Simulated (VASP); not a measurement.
Here is a VASP 6.6.1 calculation.

INCAR

```
ALGO     = Normal         # electronic algorithm
EDIFF    = 1E-7           # SCF threshold, eV
ENCUT    = 520            # plane-wave cutoff, eV
GGA      = PE             # functional
ISIF     = 2              # what is computed and relaxed
ISMEAR   = 0              # smearing method
LASPH    = True           # aspherical terms in the spheres
LCHARG   = False          # write CHGCAR
LREAL    = False          # projectors in reciprocal space
LWAVE    = False          # write WAVECAR
NBANDS   = 24             # bands
NELM     = 60             # most SCF steps
PREC     = Accurate       # precision mode
SIGMA    = 0.15           # smearing width, eV
```

Contents of KPOINTS:

```
k-points
0
Gamma
  14 14 10
```

The input POSCAR:

```
TaN
1.0
    0.0000000000     -2.2081122572     -2.2081122572
    0.0000000000      2.2081122572     -2.2081122572
    4.4162245144      0.0000000000      0.0000000000
Ta N
2 2
Direct
    0.4635776912      0.5364223088      0.0205109201
    0.0364223088     -0.0364223088      0.4794890799
    0.5406002909      0.4593997091      0.5463518101
   -0.0406002909      0.0406002909     -0.0463518101
```

Potentials or basis: VASP PAW PBE potentials, release 64 (Ta_pv, N).

Command:

```sh
$ cat potpaw_PBE.64/Ta_pv/POTCAR potpaw_PBE.64/N/POTCAR > POTCAR
$ mpirun -np 1 vasp_std > vasp.out
```

(1) Estimate the pressure.

(2) What does it give for the band gap on the k mesh?

## Answers

(1) 2.7 GPa.

(2) zero (band 16 reaches 10.28 eV, above the bottom of band 17 at 7.66 eV).

Caveat: the cell differs from its parent crystal (mode 1 frozen in at +0.205 Å and mode 2 at +0.179 Å (largest displacements)); spin-orbit coupling is left out, which moves the levels of the heavy elements; forces of over 1 eV/Å act on the atoms, so gaps and moduli don't describe the material at rest.
